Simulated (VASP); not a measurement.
Here is a VASP 6.6.1 calculation.

The input INCAR:

```
PREC = Accurate
ENCUT = 520
EDIFF = 1E-7
ISMEAR = -1
SIGMA = 0.1
LREAL = F
LASPH = T
NELM = 150
ALGO = Normal
ISIF = 2
LWAVE = F
LCHARG = F
ISPIN = 2
MAGMOM = 3 -3
LORBIT = 11
LMAXMIX = 4
GGA = PE
NBANDS = 20
```

KPOINTS

```
regular mesh
0
Gamma
  12 12 6
```

Contents of POSCAR:

```
Co
1.0
    0.0000000000      1.8011500000      1.8011500000
    1.8011500000      0.0000000000      1.8011500000
    3.6023000000      3.6023000000      0.0000000000
Co
2
Direct
    0.0000000000      0.0000000000      0.0000000000
    0.0000000000      0.0000000000      0.5000000000
```

Potentials or basis: VASP PAW PBE potentials, release 64 (Co).

Launch:

```bash
$ cat potpaw_PBE.64/Co/POTCAR > POTCAR
$ mpirun -np 1 vasp_std > vasp.out
```

Predict the net moment.

0.00 μB per cell.

Estimate the band gap on the k mesh.

zero (filled and empty bands overlap).

Estimate the site moments.

Co +1.24, -1.24 μB.

Predict the pressure.

-16.1 GPa.

Stress tensor (GPa, compression positive):
```
-16.12   1.84  -1.84
  1.84 -16.12  -1.84
 -1.84  -1.84 -16.12
```

Caveat: the cell stands under tension.
